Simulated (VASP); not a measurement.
Input of a VASP 6.6.1 run:

The input POSCAR:

```
TiC
1.0
    0.0000000000      2.1642569600      2.1642569600
    2.1642569600      0.0000000000      2.1642569600
    2.1642569600      2.1642569600      0.0000000000
Ti C
1 1
Direct
    0.0000000000      0.0000000000      0.0000000000
    0.5000000000      0.5000000000      0.5000000000
```

Contents of INCAR.step1:

```
PREC = Accurate
ENCUT = 520
ISMEAR = -1
SIGMA = 0.1
LREAL = False
LASPH = True
NELM = 80
NBANDS = 15
GGA = PE
ALGO = Normal
EDIFF = 1E-4
LWAVE = True
LCHARG = False
```

The input INCAR.step2:

```
PREC = Accurate
ENCUT = 520
EDIFF = 1E-6
ISMEAR = -1
SIGMA = 0.1
LREAL = False
LASPH = True
NELM = 80
ALGO = Normal
ISIF = 2
LWAVE = False
LCHARG = False
METAGGA = R2SCAN
LMIXTAU = True
NBANDS = 15
ISTART = 1
```

Contents of KPOINTS:

```
regular mesh
0
Gamma
  13 13 13
```

Potentials or basis: VASP PAW PBE potentials, release 64 (Ti_sv, C).

Run with:

```console
$ cat potpaw_PBE.64/Ti_sv/POTCAR potpaw_PBE.64/C/POTCAR > POTCAR
$ cp INCAR.step1 INCAR
$ mpirun -np 1 vasp_std > vasp.out
$ cp INCAR.step2 INCAR
$ mpirun -np 1 vasp_std > vasp.out
```

Problem. Estimate the band gap on the k mesh.

Solution. Zero (band 8 reaches 10.38 eV, above the bottom of band 9 at 9.06 eV).

Problem. Predict the pressure.

Solution. 0.8 GPa.

Caveat: the PAW data sets were made with another functional, which shifts forces and pressure a little.
